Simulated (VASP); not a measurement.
Wanted: the native input for a VASP 6.6.1 run.

```
Task                   : single point
Functional             : PBEsol
Potentials or basis    : VASP PAW PBE potentials, release 64 (Ti_sv, O)
Cutoff                 : 520 eV
k mesh                 : 12 × 12 × 1
Occupations            : gaussian, width 0.1 eV
Spin                   : no spin polarisation
Dipole correction      : yes
Further INCAR settings : ALGO = Normal; EDIFF = 1e-06; NBANDS = 35
```

The structure of Ti4O lies in POSCAR:

```
Ti4O
1.0
    2.8679135954      0.0000000000      0.0000000000
   -1.4339567977      2.4836860295      0.0000000000
    0.0000000000      0.0000000000     26.0249249352
Ti O
4 1
Direct
    0.6666666667      0.3333333333      0.3266099719
    0.3333333333      0.6666666667      0.4165868556
    0.0000000000      0.0000000000      0.5080269110
    0.6666666667      0.3333333333      0.5921085072
    1.3333333333      0.6666666667      0.6545944680
```

These files were run (other wordings do the same):

INCAR

```
SYSTEM = Ti4O
  ALGO = Normal
  DIPOL = 0.5 0.5 0.500
  EDIFF = 1E-6
  ENCUT = 520
  GGA = PS
  IDIPOL = 3
  ISIF = 2
  ISMEAR = 0
  LASPH = .True.
  LCHARG = .False.
  LDIPOL = .True.
  LREAL = .False.
  LWAVE = .False.
  NBANDS = 35
  NELM = 60
  PREC = Accurate
  SIGMA = 0.1
```

KPOINTS

```
k-points
0
Gamma
  12 12 1
  0 0 0
```

Potentials or basis: VASP PAW PBE potentials, release 64 (Ti_sv, O).

Run with:

```console
$ cat potpaw_PBE.64/Ti_sv/POTCAR potpaw_PBE.64/O/POTCAR > POTCAR
$ mpirun -np 1 vasp_std > vasp.out
```

It gave:

- Largest force: 6.583 eV/Å
- Band gap on the k mesh: zero (bands 27 and 28 overlap by 0.61 eV)

Caveat: the PAW data sets were made with another functional, which shifts forces and pressure a little.

Run time: 2.3 min on 1 thread of Intel(R) Xeon(R) 6975P-C (Granite Rapids), on a shared host, peak memory 0.37 GiB.
